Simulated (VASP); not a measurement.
Runs of VASP 6.6.1 on PbS. The structure is that of space group F-43m (No. 216), or close to it. The cells are those of the table. 

```tsv
level	cell	gap on the mesh (eV)	pressure (GPa)
PBE	a = 4.604 Å, angles 60.0°, 2 atoms	(c)	2.4
r2SCAN	a = 4.760 Å, angles 60.0°, 2 atoms	1.19	-2.0
r2SCAN	a = 4.715 Å, angles 60.0°, 2 atoms	1.14	-1.1
PBE	a = 4.700 Å, angles 60.0°, 2 atoms	0.96	0.0
PBE	a = 4.747 Å, angles 60.0°, 2 atoms	1.01	-1.0
r2SCAN	a = 4.668 Å, angles 60.0°, 2 atoms	(d)	0.0
PBE	a = 4.792 Å, angles 60.0°, 2 atoms	1.06	-1.9
r2SCAN	a = 4.621 Å, angles 60.0°, 2 atoms	1.00	1.2
r2SCAN	a = 4.573 Å, angles 60.0°, 2 atoms	0.91	(b)
PBE	a = 4.653 Å, angles 60.0°, 2 atoms	0.89	(a)
PBE	a = 4.668 Å, angles 60.0°, 2 atoms	0.91	0.7
```

Alike in all rows: task single point; potentials or basis VASP PAW PBE potentials, release 64 (Pb_d, S); no spin polarisation; k mesh 6 × 6 × 6; cutoff (eV) 520; smearing gaussian 0.01 eV.

Estimate the missing entries.

(a) 1.1; (b) 2.7; (c) 0.82; (d) 1.07.

Caveats: spin-orbit coupling is left out, which moves the levels of the heavy elements; the PAW data sets were made with another functional, which shifts forces and pressure a little (some runs).

A k mesh can miss the band edges, and the runs leave out spin-orbit coupling on Pb.
